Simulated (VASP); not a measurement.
Here is a VASP 6.6.1 calculation.

File INCAR:

```
PREC     = Accurate       # precision mode
ENCUT    = 520            # plane-wave cutoff, eV
EDIFF    = 1E-7           # SCF threshold, eV
ISMEAR   = -1             # smearing method
SIGMA    = 0.08           # smearing width, eV
LREAL    = F              # projectors in reciprocal space
LASPH    = T              # aspherical terms in the spheres
NELM     = 60             # most SCF steps
ALGO     = Normal         # electronic algorithm
ISIF     = 2              # what is computed and relaxed
LWAVE    = F              # write WAVECAR
LCHARG   = F              # write CHGCAR
GGA      = CA             # functional
NBANDS   = 21             # bands
```

The input KPOINTS:

```
Automatic mesh
0
Gamma
  11 11 11
```

Contents of POSCAR:

```
Mo
1.0
    3.1112033377      0.0000000000      0.0000000000
    0.0000000000      3.1112033377      0.0000000000
    0.0000000000      0.0000000000      3.1112033377
Mo
2
Direct
    0.0000000000      0.0000000000      0.0000000000
    0.5000000000      0.5000000000      0.5000000000
```

Potentials or basis: VASP PAW LDA potentials, release 64 (Mo_sv).

Launch:

```bash
$ cat potpaw_LDA.64/Mo_sv/POTCAR > POTCAR
$ mpirun -np 1 vasp_std > vasp.out
```

(1) Estimate the pressure.

(2) Predict the band gap on the k mesh.

Results:

(1) 1.3 GPa.

(2) zero (band 14 reaches 14.47 eV, above the bottom of band 15 at 12.61 eV).
